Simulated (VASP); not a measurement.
# Au (Pm-3m) in VASP: notebook, part 3 of 3

VASP 6.6.1.

## Step 5: Single point, r2SCAN

This run uses another cell than the first one, of 20.12 Å³/atom, 1.136 times its volume.

The input, POSCAR:

```
Au
1.0
    2.7196404585      0.0000000000      0.0000000000
    0.0000000000      2.7196404585      0.0000000000
    0.0000000000      0.0000000000      2.7196404585
Au
1
Direct
    0.0000000000      0.0000000000      0.0000000000
```

The input, INCAR.step1:

```
SYSTEM = Au
ALGO = Normal ; EDIFF = 1E-4
ENCUT = 520 ; GGA = PE
ISMEAR = -1 ; LASPH = .True.
LCHARG = .False. ; LREAL = .False.
LWAVE = .True. ; NBANDS = 12
NELM = 100 ; PREC = Accurate
SIGMA = 0.1
```

The input, INCAR.step2:

```
SYSTEM = Au
ALGO = Normal ; EDIFF = 1E-6
ENCUT = 520 ; ISIF = 2
ISMEAR = -1 ; ISTART = 1
LASPH = .True. ; LCHARG = .False.
LMIXTAU = .True. ; LREAL = .False.
LWAVE = .False. ; METAGGA = R2SCAN
NBANDS = 12 ; NELM = 100
PREC = Accurate ; SIGMA = 0.1
```

The input, KPOINTS:

```
k-points
0
Gamma
  13 13 13
  0 0 0
```

Potentials or basis: VASP PAW PBE potentials, release 64 (Au).

Started as:

```console
> cat potpaw_PBE.64/Au/POTCAR > POTCAR
> cp INCAR.step1 INCAR
> mpirun -np 1 vasp_std > vasp.out
> cp INCAR.step2 INCAR
> mpirun -np 1 vasp_std > vasp.out
```

OUTCAR:

```text
SYSTEM = Au
   EDIFF = 1E-6
   ENCUT = 520
   ISIF = 2
   ISMEAR = -1
   ISTART = 1
   LASPH = .True.
   LREAL = .False.
   METAGGA = R2SCAN
   NELM = 100
   PREC = Accurate

 ion  position               nearest neighbor table
   1  0.000  0.000  0.000-

  LATTYP: Found a simple cubic cell.
 ALAT       =     2.7196404585

  Lattice vectors:

 A1 = (   2.7196404585,   0.0000000000,   0.0000000000)
 A2 = (   0.0000000000,   2.7196404585,   0.0000000000)
 A3 = (   0.0000000000,   0.0000000000,   2.7196404585)

Analysis of symmetry for initial positions (statically):
=====================================================================
 Subroutine PRICEL returns:
 Original cell was already a primitive cell.

 Routine SETGRP: Setting up the symmetry group for a
 simple cubic supercell.

 Subroutine GETGRP returns: Found 48 space group operations
[... 9 lines left out ...]

 Routine SETGRP: Setting up the symmetry group for a
 simple cubic supercell.

 Subroutine GETGRP returns: Found 48 space group operations
[... 11 lines left out ...]
                                     Primitive cell

  volume of cell :      20.1157

  direct lattice vectors                    reciprocal lattice vectors
     2.719640458  0.000000000  0.000000000     0.367695662  0.000000000  0.000000000
     0.000000000  2.719640458  0.000000000     0.000000000  0.367695662  0.000000000
     0.000000000  0.000000000  2.719640458     0.000000000  0.000000000  0.367695662

  length of vectors
     2.719640458  2.719640458  2.719640458     0.367695662  0.367695662  0.367695662

  position of ions in fractional coordinates (direct lattice)
     0.000000000  0.000000000  0.000000000

  ion indices of the primitive-cell ions
   primitive index   ion index
                 1           1

----------------------------------------------------------------------------------------

 KPOINTS: k-points

Automatic generation of k-mesh.
 Grid dimensions read from file:
 generate k-points for:   13   13   13

[... 82 lines left out ...]
     AMIX     =   0.40;   BMIX     =  1.00
     AMIX_MAG =   1.60;   BMIX_MAG =  1.00
  volume/ion in A,a.u.               =      20.12       135.75
  Fermi-wavevector in a.u.,A,eV,Ry     =   1.338734  2.529840 24.384473  1.792208
  Thomas-Fermi vector in A             =   2.467181
   LORBIT       =      0    0 simple, 1 ext, 2 COOP (PROOUT), +10 PAW based schemes
   METAGGA = R2SCAN    functional components
   LHFCALC =     F    Hartree Fock is set to
   AEXX    =    0.0000 exact exchange contribution
   IVDW    =     0    specifies the selected vdW correction
   LEPSILON=     F    determine dielectric tensor
   LRPA    =     F    only Hartree local field effects (RPA)
 non-spin polarized calculation
  energy-cutoff  :      520.00
  volume of cell :       20.12
 maximum number of plane-waves:       552
   NGX = 11   NGY = 11   NGZ = 11

 number of electron      10.9999996 magnetization

 Free energy of the ion-electron system (eV)
  ---------------------------------------------------
  ext. energy  EPLUGINS =         0.00000000
  ---------------------------------------------------
  free energy    TOTEN  =       -50.41723986 eV

  energy without entropy =      -50.40839612  energy(sigma->0) =      -50.41281799

 E-fermi :   6.4767     XC(G=0): -12.3691

 val. band max:        6.4447088844   @ k =   0.4615   0.0769   0.0769
 cond. band min:       6.6510615290   @ k =   0.3846   0.2308   0.2308
 fundamental gap:      0.2063526446
 Fermi energy:         6.4766630381

 k-point     1 :       0.0000    0.0000    0.0000
  band No.  band energies     occupation
      1      -1.6597      2.00000
      2       0.4252      2.00000
      3       0.4252      2.00000
      4       4.9052      2.00000
      5       4.9052      2.00000
      6       4.9052      2.00000
      7      21.1415      0.00000
      8      21.1415      0.00000
      9      21.1415      0.00000
     10      26.2905      0.00000
     11      28.8902      0.00000
     12      28.8902      0.00000
[... 331 lines left out ...]
 k-point    24 :       0.3846    0.3077    0.0000
  band No.  band energies     occupation
      1       0.9300      2.00000
      2       1.3325      2.00000
      3       3.7017      2.00000
      4       3.7464      2.00000
      5       4.0236      2.00000
      6       6.1485      1.92758
      7      12.6065      0.00000
      8      17.0092      0.00000
      9      22.2254      0.00000
     10      27.1812      0.00000
     11      29.2162      0.00000
     12      30.2681      0.00000

 [... further k-points ...]
[... 5 lines left out ...]
  --------------------------------------------------------------------------------------
  -------------------------------------------------------------------------------------
  Total        0.0397203      0.0397203      0.0397203      0.0000000      0.0000000     -0.0000000
  in kB        3.1636496      3.1636496      3.1636496      0.0000000      0.0000000     -0.0000000
  external PRESSURE =       3.1636496 kB  Pullay stress =       0.0000000 kB

 VOLUME and BASIS-vectors are now :
 -----------------------------------------------------------------------------
  energy-cutoff  :      520.00
  volume of cell :       20.12
      direct lattice vectors                 reciprocal lattice vectors
     2.719640458  0.000000000  0.000000000     0.367695662  0.000000000  0.000000000
     0.000000000  2.719640458  0.000000000     0.000000000  0.367695662  0.000000000
     0.000000000  0.000000000  2.719640458     0.000000000  0.000000000  0.367695662

 POSITION                                       TOTAL-FORCE (eV/Angst)
 -----------------------------------------------------------------------------------
      0.00000      0.00000      0.00000         0.000000      0.000000      0.000000
 -----------------------------------------------------------------------------------
    total drift:                               -0.000000      0.000000      0.000000

  FREE ENERGIE OF THE ION-ELECTRON SYSTEM (eV)
  ---------------------------------------------------
  free  energy   TOTEN  =       -50.4172398633 eV

  energy  without entropy=      -50.4083961240  energy(sigma->0) =      -50.41281799
```

OUTCAR.step1:

```text
SYSTEM = Au
   EDIFF = 1E-4
   ENCUT = 520
   GGA = PE
   ISMEAR = -1
   LASPH = .True.
   LREAL = .False.
[... 575 lines left out ...]
 -----------------------------------------------------------------------------------
      0.00000      0.00000      0.00000         0.000000      0.000000      0.000000
 -----------------------------------------------------------------------------------
    total drift:                                0.000000      0.000000      0.000000

  FREE ENERGIE OF THE ION-ELECTRON SYSTEM (eV)
  ---------------------------------------------------
  free  energy   TOTEN  =        -3.0210884733 eV

  energy  without entropy=       -3.0106111581  energy(sigma->0) =       -3.01584982
```

Run time: 38 s. Hardware: 1 thread of Intel Xeon 6975P-C, shared host; peak memory 0.14 GiB.

Results:

- Free energy: -50.4172 eV
- Pressure: 0.3 GPa

Levels at points of the mesh, in eV from the Fermi level:
| k point | band 2 | band 3 | band 4 | band 5 | band 6 | band 7 | band 8 | band 9 | band 10 | band 11 |
| --- | --- | --- | --- | --- | --- | --- | --- | --- | --- | --- |
| (0.00, 0.00, 0.00) | -6.05 | -6.05 | -1.57 | -1.57 | -1.57 | 14.66 | 14.66 | 14.66 | 19.81 | 22.41 |

Caveat: the PAW data sets were made with another functional, which shifts forces and pressure a little; spin-orbit coupling is left out, which moves the levels of the heavy elements.

## Step 6: Summary

| cell | gap on the mesh (eV) | pressure (GPa) |
| --- | --- | --- |
| a = 2.606 Å, 1 atom | none | 22.8 |
| a = 2.645 Å, 1 atom | none | 13.3 |
| a = 2.683 Å, 1 atom | none | 6.0 |
| a = 2.720 Å, 1 atom | none | 0.3 |

Alike in all rows: task single point; level r2SCAN; potentials or basis VASP PAW PBE potentials, release 64 (Au); no spin polarisation; k mesh 13 × 13 × 13; cutoff (eV) 520; smearing fermi-dirac 0.1 eV.

Caveats: the PAW data sets were made with another functional, which shifts forces and pressure a little; spin-orbit coupling is left out, which moves the levels of the heavy elements.

Absolute energies hang on the potentials; compare differences alone.
